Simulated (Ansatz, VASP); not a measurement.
NaC2: VASP beside Ansatz

```
CELL_PARAMETERS angstrom
4.90964 0.00000 0.00000
0.00000 4.90964 0.00000
0.00000 0.00000 3.16230
ATOMIC_POSITIONS crystal
Na 0.00000 0.00000 0.00000
Na 0.50000 0.50000 0.50000
C 0.30600 0.30600 0.00000
C 0.19400 0.80600 0.50000
C 0.69400 0.69400 0.00000
C 0.80600 0.19400 0.50000
```

Alike in both runs: task single point; functional PBE; k mesh 4 × 4 × 6; occupations gaussian, width 0.1 eV; no spin polarisation.

|  | VASP | Ansatz |
| --- | --- | --- |
| version | VASP 6.6.1 | Ansatz 0.2.0 |
| potentials or method | VASP PAW PBE potentials, release 64 (Na_pv, C), cutoff 520 eV | scalar-relativistic, plane waves, PAW |
| valence electrons in the cell | 30 | 34 |

```tsv
	VASP	Ansatz	Ansatz less VASP
gap on the k mesh at the Fermi level (eV)	none	none	-
pressure (GPa)	21.5	21.1	-0.48
traceless stress, the component that is largest in VASP (GPa)	12.24	12.10	-0.140
rms of the force components (eV/Å)	0.243	0.233	-0.0107
```

Atom by atom the forces differ by 0.011 eV/Å (rms over components). A gap of «none» marks a metal or a gap that the smearing closes. VASP's potentials hold 30 valence electrons a cell and Ansatz's 34, so a difference there can come from the potentials and not from the codes.
